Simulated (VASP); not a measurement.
Write the native input for VASP 6.6.1 that does the following.

```yaml
Task: relaxation of cell and atoms
Functional: PBEsol
Potentials_or_basis: VASP PAW PBE potentials, release 64 (Nb_sv, H)
Cutoff: 600 eV
k_mesh: 12 × 12 × 12
Occupations: fermi-dirac, width 0.05 eV
Spin: no spin polarisation
Dipole_correction: no
Further_INCAR_settings: ALGO = Normal; EDIFF = 1e-07; IBRION = 2; EDIFFG = -0.002; NSW = 100; ISIF = 3
```

The structure of NbH2 lies in POSCAR:

```
NbH2
1.0
    0.0000000000      2.2815000000      2.2815000000
    2.2815000000      0.0000000000      2.2815000000
    2.2815000000      2.2815000000      0.0000000000
Nb H
1 2
Direct
    0.0000000000      0.0000000000      0.0000000000
    0.2500000000      0.2500000000      0.2500000000
    0.7500000000      0.7500000000      0.7500000000
```

The input as run:

INCAR

```
ALGO = Normal
EDIFF = 1E-7
EDIFFG = -0.002
ENCUT = 600
GGA = PS
IBRION = 2
ISIF = 3
ISMEAR = -1
LASPH = T
LCHARG = F
LREAL = F
LWAVE = F
NELM = 80
NSW = 100
PREC = Accurate
SIGMA = 0.05
```

KPOINTS

```
k-points
0
Gamma
  12 12 12
```

Potentials or basis: VASP PAW PBE potentials, release 64 (Nb_sv, H).

Run with:

```bash
$ cat potpaw_PBE.64/Nb_sv/POTCAR potpaw_PBE.64/H/POTCAR > POTCAR
$ mpirun -np 1 vasp_std > vasp.out
```

Results of the run:

```json
{"Relaxed volume": "7.67 Å³/atom", "Relaxed cell": "a = 3.193 Å, b = 3.193 Å, c = 3.193 Å, α = 60.00°, β = 60.00°, γ = 60.00°", "Space group after relaxing (to 0.05 Å)": "Fm-3m (No. 225)", "Energy gained by relaxing": "4.4 meV/atom", "Ionic steps": "3", "Pressure after relaxing": "0.0 GPa"}
```

Caveat: the PAW data sets were made with another functional, which shifts forces and pressure a little.

Wall time 50 s on 1 thread of Intel(R) Xeon(R) Platinum 8375C CPU @ 2.90GHz (Ice Lake), with other jobs on the host, peak memory 0.18 GiB.
